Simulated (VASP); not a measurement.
# Mg (P6_3/mmc) in VASP: further runs

The runs below take Mg through single point, with revPBE, BLYP+D3(BJ).

Everything below comes from runs of VASP 6.6.1. Logs are shortened: lines on timing, memory, paths and dates and some standing lists are left out, and cuts for length are marked.

## 1. The cell of the first run

The structure is hexagonal, space group P6_3/mmc (No. 194). Conventional cell: a = 3.252 Å, b = 3.252 Å, c = 5.279 Å, α = 90.00°, β = 90.00°, γ = 120.00°. Mg (site symmetry -6m2) has 12 Mg at 3.24 to 3.25 Å within 4.3 Å.

## 2. Single point, revPBE

Contents of INCAR:

```
PREC = Accurate
ENCUT = 520
EDIFF = 1E-6
ISMEAR = -1
SIGMA = 0.05
LREAL = False
LASPH = True
NELM = 60
ALGO = Fast
ISIF = 2
LWAVE = False
LCHARG = False
GGA = RE
NBANDS = 9
```

Contents of KPOINTS:

```
Automatic mesh
0
Gamma
  10 10 5
```

Contents of POSCAR:

```
Mg
1.0
    3.2515324747      0.0000000000      0.0000000000
   -1.6257662373      2.8159097243      0.0000000000
    0.0000000000      0.0000000000      5.2788644417
Mg
2
Direct
    0.6666666667      0.3333333333      0.7500000000
    0.3333333333      0.6666666667      0.2500000000
```

Potentials or basis: VASP PAW PBE potentials, release 64 (Mg).

Started as:

```bash
$ cat potpaw_PBE.64/Mg/POTCAR > POTCAR
$ mpirun -np 1 vasp_std > vasp.out
```

OUTCAR:

```text
PREC = Accurate
   ENCUT = 520
   EDIFF = 1E-6
   ISMEAR = -1
   LREAL = False
   LASPH = True
   NELM = 60
   ISIF = 2
   GGA = RE

 ion  position               nearest neighbor table
   1  0.667  0.333  0.750-   2 3.24   2 3.24   2 3.24   2 3.24   2 3.24   2 3.24
   2  0.333  0.667  0.250-   1 3.24   1 3.24   1 3.24   1 3.24   1 3.24   1 3.24

  LATTYP: Found a hexagonal cell.
 ALAT       =     3.2515324747
 C/A-ratio  =     1.6235004518

  Lattice vectors:

 A1 = (   3.2515324747,   0.0000000000,   0.0000000000)
 A2 = (  -1.6257662373,   2.8159097243,   0.0000000000)
 A3 = (   0.0000000000,   0.0000000000,   5.2788644417)

Analysis of symmetry for initial positions (statically):
=====================================================================
 Subroutine PRICEL returns:
 Original cell was already a primitive cell.

 Routine SETGRP: Setting up the symmetry group for a
 hexagonal supercell.

 Subroutine GETGRP returns: Found 24 space group operations
 (whereof 12 operations were pure point group operations)
 out of a pool of 24 trial point group operations.

The static configuration has the point symmetry D_3d.
 The point group associated with its full space group is D_6h.

Analysis of symmetry for dynamics (positions and initial velocities):
=====================================================================
 Subroutine PRICEL returns:
 Original cell was already a primitive cell.

 Routine SETGRP: Setting up the symmetry group for a
 hexagonal supercell.

 Subroutine GETGRP returns: Found 24 space group operations
 (whereof 12 operations were pure point group operations)
 out of a pool of 24 trial point group operations.

The dynamic configuration has the point symmetry D_3d.
 The point group associated with its full space group is D_6h.

 Subroutine INISYM returns: Found 24 space group operations
 (whereof 12 operations are pure point group operations),
 and found     1 'primitive' translations

----------------------------------------------------------------------------------------

                                     Primitive cell

  volume of cell :      48.3334

  direct lattice vectors                    reciprocal lattice vectors
     3.251532475  0.000000000  0.000000000     0.307547290  0.177562510  0.000000000
    -1.625766237  2.815909724  0.000000000     0.000000000  0.355125021  0.000000000
[... 88 lines left out ...]
   NSW    =      0    number of steps for IOM
   IBRION =     -1    ionic relax: 0-MD 1-quasi-New 2-CG
   NFREE  =      0    steps in history (QN), initial steepest desc. (CG)
   ISIF   =      2    stress and relaxation
   ISYM   =      2    0-nonsym 1-usesym 2-fastsym
   POTIM  = 0.5000    time-step for ionic-motion
   TEBEG  =    0.0;   TEEND  =   0.0 temperature during run
   PSTRESS=    0.0 pullay stress
   NELECT =       4.0000    total number of electrons
   NUPDOWN=      -1.0000    fix difference up-down
   EMIN   =  10.00;   EMAX   =-10.00  energy-range for DOS
   EFERMI =   0.00;   METHOD = LEGACY
   ISMEAR =    -1;   SIGMA  =   0.05  broadening in eV -4-tet -1-fermi 0-gaus
   EFERMI_NEDOS =   21; number of points for ismear=-14 and -15
   IALGO  =     68    algorithm
   IMIX   =      4    mixing-type and parameters
     AMIX     =   0.40;   BMIX     =  1.00
     AMIX_MAG =   1.60;   BMIX_MAG =  1.00
  volume/ion in A,a.u.               =      24.17       163.08
  Fermi-wavevector in a.u.,A,eV,Ry     =   0.713421  1.348170  6.924945  0.508969
  Thomas-Fermi vector in A             =   1.801054
   LORBIT       =      0    0 simple, 1 ext, 2 COOP (PROOUT), +10 PAW based schemes
   GGA     = RE    functional components
   LHFCALC =     F    Hartree Fock is set to
   AEXX    =    0.0000 exact exchange contribution
   IVDW    =     0    specifies the selected vdW correction
   LEPSILON=     F    determine dielectric tensor
   LRPA    =     F    only Hartree local field effects (RPA)
 non-spin polarized calculation
 RMM-DIIS sequential band-by-band and
  energy-cutoff  :      520.00
  volume of cell :       48.33
 maximum number of plane-waves:      1320
   NGX = 13   NGY = 13   NGZ = 19

 number of electron       4.0000000 magnetization

 Free energy of the ion-electron system (eV)
  ---------------------------------------------------
  ext. energy  EPLUGINS =         0.00000000
  ---------------------------------------------------
  free energy    TOTEN  =        -2.71202036 eV

  energy without entropy =       -2.69990186  energy(sigma->0) =       -2.70596111

 E-fermi :   2.4848     XC(G=0):  -8.2544

 val. band max:        2.4372173509   @ k =   0.4000   0.1000   0.4000
 cond. band min:       2.4908646574   @ k =   0.2000   0.1000   0.0000
 fundamental gap:      0.0536473065
 Fermi energy:         2.4847708183

 k-point     1 :       0.0000    0.0000    0.0000
  band No.  band energies     occupation
      1      -4.2539      2.00000
      2       0.8385      2.00000
      3       1.2380      2.00000
      4      13.1131      0.00000
      5      13.1131      0.00000
      6      13.1582      0.00000
      7      13.1582      0.00000
      8      13.9905      0.00000
      9      15.4441      0.00000
[... 265 lines left out ...]
 k-point    24 :       0.4000    0.1000    0.2000
  band No.  band energies     occupation
      1      -0.1322      2.00000
      2       1.6272      2.00000
      3       3.0421      0.00003
      4       4.7368      0.00000
      5       6.6436      0.00000
      6       7.5764      0.00000
      7       9.0232      0.00000
      8      10.2820      0.00000
      9      12.6679      0.00000

 [... further k-points ...]

------------------------ aborting loop because EDIFF is reached ----------------------------------------

  FORCE on cell =-STRESS in cart. coord.  units (eV):
  Direction    XX          YY          ZZ          XY          YZ          ZX
  --------------------------------------------------------------------------------------
  -------------------------------------------------------------------------------------
  Total       -0.3957047     -0.3957047     -0.0529236     -0.0000000     -0.0000000      0.0000000
  in kB      -13.1169986    -13.1169986     -1.7543370     -0.0000000     -0.0000000      0.0000000
  external PRESSURE =      -9.3294447 kB  Pullay stress =       0.0000000 kB

 VOLUME and BASIS-vectors are now :
 -----------------------------------------------------------------------------
  energy-cutoff  :      520.00
  volume of cell :       48.33
      direct lattice vectors                 reciprocal lattice vectors
     3.251532475  0.000000000  0.000000000     0.307547290  0.177562510  0.000000000
    -1.625766237  2.815909724  0.000000000     0.000000000  0.355125021  0.000000000
     0.000000000  0.000000000  5.278864442     0.000000000  0.000000000  0.189434681

 POSITION                                       TOTAL-FORCE (eV/Angst)
 -----------------------------------------------------------------------------------
      1.62577      0.93864      3.95915         0.000000     -0.000000      0.000000
     -0.00000      1.87727      1.31972        -0.000000      0.000000      0.000000
 -----------------------------------------------------------------------------------
    total drift:                                0.000000     -0.000000      0.000000

  FREE ENERGIE OF THE ION-ELECTRON SYSTEM (eV)
  ---------------------------------------------------
  free  energy   TOTEN  =        -2.7120203627 eV

  energy  without entropy=       -2.6999018577  energy(sigma->0) =       -2.70596111
```

stdout:

```text
POSCAR found type information on POSCAR Mg
 POSCAR found :  1 types and       2 ions
 scaLAPACK will be used
 -----------------------------------------------------------------------------
|                                                                             |
|                                                                             |
|     You enforced a specific xc type in the INCAR file but a different       |
|     I HOPE YOU KNOW WHAT YOU ARE DOING!                                     |
|                                                                             |
 -----------------------------------------------------------------------------

 LDA part: xc-table for (Slater+PW92), standard interpolation
 POSCAR, INCAR and KPOINTS ok, starting setup
 FFT: planning ... GRIDC
 FFT: planning ... GRID_SOFT
 FFT: planning ... GRID
 WAVECAR not read
 entering main loop
```

It took 21 s on 1 thread of AMD EPYC 7R43 (Zen 3), shared host; peak memory 0.12 GiB.

Results:

```yaml
Free_energy: -2.7120 eV
Pressure: -0.9 GPa
Band_gap_on_the_k_mesh: zero (band 2 reaches 3.12 eV, above the bottom of band 3 at 1.24 eV)
```

Stress tensor (GPa, compression positive):
```
-1.31  0.00  0.00
 0.00 -1.31  0.00
 0.00  0.00 -0.18
```

Caveat: the PAW data sets were made with another functional, which shifts forces and pressure a little.

## 3. Single point, BLYP+D3(BJ)

This run uses another cell than the first one, of 23.24 Å³/atom, 0.962 times its volume.

Contents of INCAR:

```
PREC = Accurate
ENCUT = 520
EDIFF = 1E-7
ISMEAR = -1
SIGMA = 0.05
LREAL = F
LASPH = T
NELM = 80
ALGO = Fast
ISIF = 2
LWAVE = F
LCHARG = T
GGA = B5
ALDAX = 1.0
AGGAX = 1.0
AGGAC = 1.0
ALDAC = 0.0
IVDW = 12
VDW_S6 = 1.0
VDW_S8 = 2.6996
VDW_A1 = 0.4298
VDW_A2 = 4.2359
LELF = T
LVHAR = T
NBANDS = 9
```

KPOINTS is that of step 2.

Contents of POSCAR:

```
Mg
1.0
    3.2093000000      0.0000000000      0.0000000000
   -1.6046500000      2.7793353284      0.0000000000
    0.0000000000      0.0000000000      5.2103000000
Mg
2
Direct
    0.6666666667      0.3333333333      0.7500000000
    0.3333333333      0.6666666667      0.2500000000
```

Potentials or basis: VASP PAW PBE potentials, release 64 (Mg).

Started as:

```bash
$ cat potpaw_PBE.64/Mg/POTCAR > POTCAR
$ mpirun -np 1 vasp_std > vasp.out
```

Wall time 38 s (1 thread of AMD EPYC 7R43 (Zen 3), shared host); peak memory 0.13 GiB.

It converged, with:

```
Free energy                : -2.7734 eV
Pressure                   : -3.9 GPa
Band gap on the k mesh     : zero (band 2 reaches 3.71 eV, above the bottom of band 3 at 1.70 eV)
Dispersion energy per atom : -0.643 eV
```

Stress tensor (GPa, compression positive):
```
-4.41  0.00  0.00
 0.00 -4.41  0.00
 0.00  0.00 -2.99
```

Levels at points of the mesh, in eV from the Fermi level:
```tsv
k point	band 1	band 2	band 3	band 4	band 5	band 6	band 7
(0.00, 0.00, 0.00)	-6.90	-1.61	-1.34	10.81	10.81	10.84	10.84
(0.50, 0.00, 0.00)	-2.20	-2.08	2.62	3.11	3.18	3.55	6.74
```

Caveat: the PAW data sets were made with another functional, which shifts forces and pressure a little; pairwise dispersion overbinds metals, which lowers pressure and volume.

## 4. Single point, BLYP+D3(BJ)

This run uses another cell than the first one, of 23.70 Å³/atom, 0.981 times its volume.

INCAR, as its differences from that of step 3:

```diff
@@ -7,3 +7,3 @@
 LASPH = T
-NELM = 80
+NELM = 60
 ALGO = Fast
```

Contents of KPOINTS:

```
regular mesh
0
Gamma
  10 10 5
```

Contents of POSCAR:

```
Mg
1.0
    3.2305542618      0.0000000000      0.0000000000
   -1.6152771309      2.7977420591      0.0000000000
    0.0000000000      0.0000000000      5.2448063036
Mg
2
Direct
    0.6666666667      0.3333333333      0.7500000000
    0.3333333333      0.6666666667      0.2500000000
```

Started as:

```bash
$ cat potpaw_PBE.64/Mg/POTCAR > POTCAR
$ mpirun -np 1 vasp_std > vasp.out
```

Wall time 37 s (1 thread of AMD EPYC 7R43 (Zen 3), shared host); peak memory 0.13 GiB.

It converged, with:

- Free energy: -2.7494 eV
- Pressure: -4.4 GPa
- Band gap on the k mesh: zero (band 2 reaches 3.61 eV, above the bottom of band 3 at 1.60 eV)
- Dispersion energy per atom: -0.631 eV

Stress tensor (GPa, compression positive):
```
-4.84  0.00  0.00
 0.00 -4.84  0.00
 0.00  0.00 -3.42
```

Levels at points of the mesh, in eV from the Fermi level:
```csv
k point,band 1,band 2,band 3,band 4,band 5,band 6,band 7
"(0.00, 0.00, 0.00)",-6.81,-1.58,-1.34,10.65,10.65,10.72,10.72
"(0.50, 0.00, 0.00)",-2.18,-2.05,2.59,3.11,3.12,3.49,6.63
```

Caveat: the PAW data sets were made with another functional, which shifts forces and pressure a little; pairwise dispersion overbinds metals, which lowers pressure and volume.

## 5. Summary

| level | cell | further INCAR settings | gap on the mesh (eV) | pressure (GPa) |
| --- | --- | --- | --- | --- |
| revPBE | a = 3.252, b = 3.252, c = 5.279 Å, angles 90.0, 90.0, 120.0°, 2 atoms | ALGO = Fast; EDIFF = 1e-06; NBANDS = 9 | none | -0.9 |
| BLYP+D3(BJ) | a = 3.209, b = 3.209, c = 5.210 Å, angles 90.0, 90.0, 120.0°, 2 atoms | ALGO = Fast; EDIFF = 1e-07; NBANDS = 9 | none | -3.9 |
| BLYP+D3(BJ) | a = 3.231, b = 3.231, c = 5.245 Å, angles 90.0, 90.0, 120.0°, 2 atoms | ALGO = Fast; EDIFF = 1e-07; NBANDS = 9 | none | -4.4 |

Alike in all rows: task single point; potentials or basis VASP PAW PBE potentials, release 64 (Mg); no spin polarisation; k mesh 10 × 10 × 5; cutoff (eV) 520; smearing fermi-dirac 0.05 eV.

Caveats: the PAW data sets were made with another functional, which shifts forces and pressure a little; pairwise dispersion overbinds metals, which lowers pressure and volume (some runs).

Absolute energies hang on the potentials; compare differences alone.
